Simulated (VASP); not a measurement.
Set up this calculation in VASP 6.6.1, as the native input.

```yaml
Task: single point
Functional: PBE
Potentials_or_basis: VASP PAW PBE potentials, release 64 (Mo_sv)
Cutoff: 520 eV
k_mesh: 22 × 22 × 22
Occupations: gaussian, width 0.15 eV
Spin: no spin polarisation
Dipole_correction: no
Further_INCAR_settings: ALGO = Fast; EDIFF = 1e-06; NBANDS = 13
```

The structure of Mo lies in POSCAR:

```
Mo
1.0
   -2.2537361194      1.6675098474      1.6675098474
    1.6675098474     -2.2537361194      1.6675098474
    1.6675098474      1.6675098474     -2.2537361194
Mo
1
Direct
    0.0000000000      0.0000000000      0.0000000000
```

These files were run (other wordings do the same):

INCAR

```
SYSTEM = Mo
ALGO     = Fast           ! electronic algorithm
EDIFF    = 1E-6           ! SCF threshold, eV
ENCUT    = 520            ! plane-wave cutoff, eV
GGA      = PE             ! functional
ISIF     = 2              ! what is computed and relaxed
ISMEAR   = 0              ! smearing method
LASPH    = .True.         ! aspherical terms in the spheres
LCHARG   = .True.         ! write CHGCAR
LELF     = .True.         ! ELF
LREAL    = .False.        ! projectors in reciprocal space
LVHAR    = .True.       
LWAVE    = .False.        ! write WAVECAR
NBANDS   = 13             ! bands
NELM     = 80             ! most SCF steps
PREC     = Accurate       ! precision mode
SIGMA    = 0.15           ! smearing width, eV
```

KPOINTS

```
k-points
0
Gamma
  22 22 22
  0 0 0
```

Potentials or basis: VASP PAW PBE potentials, release 64 (Mo_sv).

Run with:

```sh
$ cat potpaw_PBE.64/Mo_sv/POTCAR > POTCAR
$ mpirun -np 1 vasp_std > vasp.out
```

Results of the run:

- Pressure: 108.2 GPa
- Band gap on the k mesh: zero (band 7 reaches 13.97 eV, above the bottom of band 8 at 8.60 eV)

It took 3.1 min on 1 thread of AMD EPYC 7R43 64-Core Processor (Zen 3) (shared host), peak memory 0.27 GiB.
